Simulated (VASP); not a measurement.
# EuS (Fm-3m) in VASP: settings compared, part 2 of 4

VASP 6.6.1. Earlier steps stand in the parts before.

## Step 3: Single point, PBE, collinear spin, ferromagnetic start

Contents of INCAR:

```
SYSTEM = EuS
ALGO = Normal
EDIFF = 1E-6
ENCUT = 600
GGA = PE
GGA_COMPAT = .FALSE.
ISIF = 2
ISMEAR = 0
ISPIN = 2
LASPH = .TRUE.
LCHARG = .TRUE.
LELF = .TRUE.
LMAXMIX = 6
LORBIT = 11
LREAL = .FALSE.
LVHAR = .TRUE.
LWAVE = .FALSE.
MAGMOM = 7 0
NBANDS = 22
NELM = 200
PREC = Accurate
SIGMA = 0.027000000000000003
```

Contents of KPOINTS:

```
k-points
0
G
  8 8 8
  0 0 0
```

Contents of POSCAR:

```
EuS
1.0
    0.0000000000      2.9785000000      2.9785000000
    2.9785000000      0.0000000000      2.9785000000
    2.9785000000      2.9785000000      0.0000000000
Eu S
1 1
Direct
    0.0000000000      0.0000000000      0.0000000000
    0.5000000000      0.5000000000      0.5000000000
```

Potentials or basis: VASP PAW PBE potentials, release 64 (Eu, S).

Launch:

```console
$ cat potpaw_PBE.64/Eu/POTCAR potpaw_PBE.64/S/POTCAR > POTCAR
$ mpirun -np 1 vasp_std > vasp.out
```

OUTCAR:

```text
SYSTEM = EuS
   EDIFF = 1E-6
   ENCUT = 600
   GGA = PE
   ISIF = 2
   ISMEAR = 0
   ISPIN = 2
   LASPH = .TRUE.
   LORBIT = 11
   LREAL = .FALSE.
   NELM = 200
   PREC = Accurate

 ion  position               nearest neighbor table
   1  0.000  0.000  0.000-   2 2.98   2 2.98   2 2.98   2 2.98   2 2.98   2 2.98
   2  0.500  0.500  0.500-   1 2.98   1 2.98   1 2.98   1 2.98   1 2.98   1 2.98

  LATTYP: Found a face centered cubic cell.
 ALAT       =     5.9570000000

  Lattice vectors:

 A1 = (   0.0000000000,   2.9785000000,   2.9785000000)
 A2 = (   2.9785000000,   0.0000000000,   2.9785000000)
 A3 = (   2.9785000000,   2.9785000000,   0.0000000000)

Analysis of symmetry for initial positions (statically):
=====================================================================
 Subroutine PRICEL returns:
 Original cell was already a primitive cell.

 Routine SETGRP: Setting up the symmetry group for a
 face centered cubic supercell.

 Subroutine GETGRP returns: Found 48 space group operations
 (whereof 48 operations were pure point group operations)
 out of a pool of 48 trial point group operations.

The static configuration has the point symmetry O_h .

Analysis of symmetry for dynamics (positions and initial velocities):
=====================================================================
 Subroutine PRICEL returns:
 Original cell was already a primitive cell.

 Routine SETGRP: Setting up the symmetry group for a
 face centered cubic supercell.

 Subroutine GETGRP returns: Found 48 space group operations
 (whereof 48 operations were pure point group operations)
 out of a pool of 48 trial point group operations.

The dynamic configuration has the point symmetry O_h .

Analysis of structural, dynamic, and magnetic symmetry:
=====================================================================
 Subroutine PRICEL returns:
 Original cell was already a primitive cell.

 Routine SETGRP: Setting up the symmetry group for a
 face centered cubic supercell.

 Subroutine GETGRP returns: Found 48 space group operations
 (whereof 48 operations were pure point group operations)
 out of a pool of 48 trial point group operations.

The overall configuration has the point symmetry O_h .

 Subroutine INISYM returns: Found 48 space group operations
 (whereof 48 operations are pure point group operations),
 and found     1 'primitive' translations

----------------------------------------------------------------------------------------

                                     Primitive cell

  volume of cell :      52.8473

  direct lattice vectors                    reciprocal lattice vectors
     0.000000000  2.978500000  2.978500000    -0.167869733  0.167869733  0.167869733
     2.978500000  0.000000000  2.978500000     0.167869733 -0.167869733  0.167869733
     2.978500000  2.978500000  0.000000000     0.167869733  0.167869733 -0.167869733

  length of vectors
     4.212235096  4.212235096  4.212235096     0.290758907  0.290758907  0.290758907

  position of ions in fractional coordinates (direct lattice)
     0.000000000  0.000000000  0.000000000
     0.500000000  0.500000000  0.500000000

  ion indices of the primitive-cell ions
   primitive index   ion index
                 1           1
                 2           2

[... 63 lines left out ...]
   ISTART =      0    job   : 0-new  1-cont  2-samecut
   ICHARG =      2    charge: 1-file 2-atom 10-const
   ISPIN  =      2    spin polarized calculation?
   LNONCOLLINEAR =      F non collinear calculations
   LSORBIT =      F    spin-orbit coupling
   LASPH  =      T    aspherical Exc in radial PAW
   ENCUT  =  600.0 eV  44.10 Ry    6.64 a.u.   8.41  8.41  8.41*2*pi/ulx,y,z
   NELM   =    200;   NELMIN=  2; NELMDL= -5     # of ELM steps
   EDIFF  = 0.1E-05   stopping-criterion for ELM
   LREAL  =      F    real-space projection
   EDIFFG = 0.1E-04   stopping-criterion for IOM
   NSW    =      0    number of steps for IOM
   IBRION =     -1    ionic relax: 0-MD 1-quasi-New 2-CG
   NFREE  =      0    steps in history (QN), initial steepest desc. (CG)
   ISIF   =      2    stress and relaxation
   ISYM   =      2    0-nonsym 1-usesym 2-fastsym
   POTIM  = 0.5000    time-step for ionic-motion
   TEBEG  =    0.0;   TEEND  =   0.0 temperature during run
   PSTRESS=    0.0 pullay stress
   NELECT =      23.0000    total number of electrons
   NUPDOWN=      -1.0000    fix difference up-down
   EMIN   =  10.00;   EMAX   =-10.00  energy-range for DOS
   EFERMI =   0.00;   METHOD = LEGACY
   ISMEAR =     0;   SIGMA  =   0.03  broadening in eV -4-tet -1-fermi 0-gaus
   EFERMI_NEDOS =   21; number of points for ismear=-14 and -15
   IALGO  =     38    algorithm
   IMIX   =      4    mixing-type and parameters
     AMIX     =   0.40;   BMIX     =  1.00
     AMIX_MAG =   1.60;   BMIX_MAG =  1.00
  volume/ion in A,a.u.               =      26.42       178.32
  Fermi-wavevector in a.u.,A,eV,Ry     =   1.240633  2.344456 20.941667  1.539169
  Thomas-Fermi vector in A             =   2.375065
   LORBIT       =     11    0 simple, 1 ext, 2 COOP (PROOUT), +10 PAW based schemes
   GGA     = PE    functional components
   LHFCALC =     F    Hartree Fock is set to
   AEXX    =    0.0000 exact exchange contribution
   IVDW    =     0    specifies the selected vdW correction
   LEPSILON=     F    determine dielectric tensor
   LRPA    =     F    only Hartree local field effects (RPA)
 spin polarized calculation
 Gauss-broadening in eV      SIGMA  =   0.03
  energy-cutoff  :      600.00
  volume of cell :       52.85
 maximum number of plane-waves:      1807
 NGX is ok and might be reduce to    36
   NGX = 17   NGY = 17   NGZ = 17

 number of electron      22.9999997 magnetization       6.9881898

 Free energy of the ion-electron system (eV)
  ---------------------------------------------------
  ext. energy  EPLUGINS =         0.00000000
  ---------------------------------------------------
  free energy    TOTEN  =       -19.89931884 eV

  energy without entropy =      -19.89904497  energy(sigma->0) =      -19.89918190

 E-fermi :   4.2688     XC(G=0):  -9.6349

 val. band max:        4.2385051735   @ k =   0.1250   0.0000   0.0000
 cond. band min:       4.2756326670   @ k =   0.1250   0.1250   0.0000
 fundamental gap:      0.0371274935
 Fermi energy:         4.2687551409

 spin component 1

 k-point     1 :       0.0000    0.0000    0.0000
  band No.  band energies     occupation
      1     -37.2054      1.00000
      2     -15.9201      1.00000
      3     -15.9201      1.00000
      4     -15.9201      1.00000
      5      -9.1820      1.00000
      6       1.5230      1.00000
[... 589 lines left out ...]
     21      10.4518      0.00000
     22      11.3863      0.00000

 [... further k-points ...]

 spin component 2

 k-point     1 :       0.0000    0.0000    0.0000
  band No.  band energies     occupation
      1     -34.1186      1.00000
      2     -13.6613      1.00000
      3     -13.6613      1.00000
      4     -13.6613      1.00000
      5      -9.1773      1.00000
      6       1.6702      1.00000
[... 589 lines left out ...]
     21      11.4673      0.00000
     22      12.2679      0.00000

 [... further k-points ...]
[... 5 lines left out ...]
  --------------------------------------------------------------------------------------
  -------------------------------------------------------------------------------------
  Total       -0.8941732     -0.8941732     -0.8941732      0.0000000      0.0000000      0.0000000
  in kB      -27.1087455    -27.1087455    -27.1087455      0.0000000      0.0000000      0.0000000
  external PRESSURE =     -27.1087455 kB  Pullay stress =       0.0000000 kB

 VOLUME and BASIS-vectors are now :
 -----------------------------------------------------------------------------
  energy-cutoff  :      600.00
  volume of cell :       52.85
      direct lattice vectors                 reciprocal lattice vectors
     0.000000000  2.978500000  2.978500000    -0.167869733  0.167869733  0.167869733
     2.978500000  0.000000000  2.978500000     0.167869733 -0.167869733  0.167869733
     2.978500000  2.978500000  0.000000000     0.167869733  0.167869733 -0.167869733

 POSITION                                       TOTAL-FORCE (eV/Angst)
 -----------------------------------------------------------------------------------
      0.00000      0.00000      0.00000         0.000000      0.000000      0.000000
      2.97850      2.97850      2.97850        -0.000000     -0.000000     -0.000000
 -----------------------------------------------------------------------------------
    total drift:                                0.000000      0.000000      0.000000

  FREE ENERGIE OF THE ION-ELECTRON SYSTEM (eV)
  ---------------------------------------------------
  free  energy   TOTEN  =       -19.8993188381 eV

  energy  without entropy=      -19.8990449700  energy(sigma->0) =      -19.89918190

 total charge

# of ion       s       p       d       f       tot
--------------------------------------------------
    1        2.027   5.757   0.304   6.658  14.746
    2        1.316   2.430   0.000   0.000   3.746
--------------------------------------------------
tot          3.343   8.187   0.304   6.658  18.492

 magnetization (x)

# of ion       s       p       d       f       tot
--------------------------------------------------
    1       -0.015  -0.113   0.093   6.628   6.593
    2       -0.007  -0.066   0.000   0.000  -0.073
--------------------------------------------------
tot         -0.022  -0.179   0.093   6.628   6.519
```

Wall time 1.8 min (1 thread of Intel Xeon Platinum 8124M at 3.00GHz (Skylake/Cascade Lake), shared host); peak memory 0.29 GiB.

What came out:

```yaml
Free_energy: -19.8993 eV
Pressure: -2.7 GPa
Band_gap_on_the_k_mesh: zero (filled and empty bands overlap)
Net_moment: 6.99 μB per cell
Site_moments: Eu +6.59; S -0.07 μB
Valence_electrons_inside_the_program's_atomic_spheres: Eu 14.75; S 3.75
```

Levels at points of the mesh, in eV from the Fermi level:
Spin up:
| k point | band 13 | band 14 | band 15 | band 16 | band 17 | band 18 |
| --- | --- | --- | --- | --- | --- | --- |
| (0.00, 0.00, 0.00) | 0.11 | 0.11 | 0.11 | 0.82 | 1.09 | 1.09 |
| (0.50, 0.00, 0.00) | -0.25 | -0.22 | -0.20 | 2.96 | 3.24 | 3.66 |
| (0.50, 0.50, 0.00) | -0.26 | -0.22 | -0.04 | -0.04 | 3.10 | 3.24 |
Spin down:
| k point | band 5 | band 6 | band 7 | band 8 | band 9 | band 10 | band 11 | band 12 |
| --- | --- | --- | --- | --- | --- | --- | --- | --- |
| (0.00, 0.00, 0.00) | -13.45 | -2.60 | -2.60 | -2.60 | 1.45 | 1.87 | 1.87 | 1.87 |
| (0.50, 0.00, 0.00) | -12.49 | -5.11 | -3.72 | -3.72 | 2.89 | 4.06 | 4.14 | 4.14 |
| (0.50, 0.50, 0.00) | -13.11 | -3.73 | -2.95 | -2.95 | -0.12 | 3.95 | 3.97 | 4.30 |

Caveat: spin-orbit coupling is left out, which moves the levels of the heavy elements; a cell with one magnetic atom can't hold antiferromagnetic order, which such compounds often take; semilocal functionals describe open f shells poorly, which spoils levels, moments and volumes.

(Part 2 of 4 ends here.)
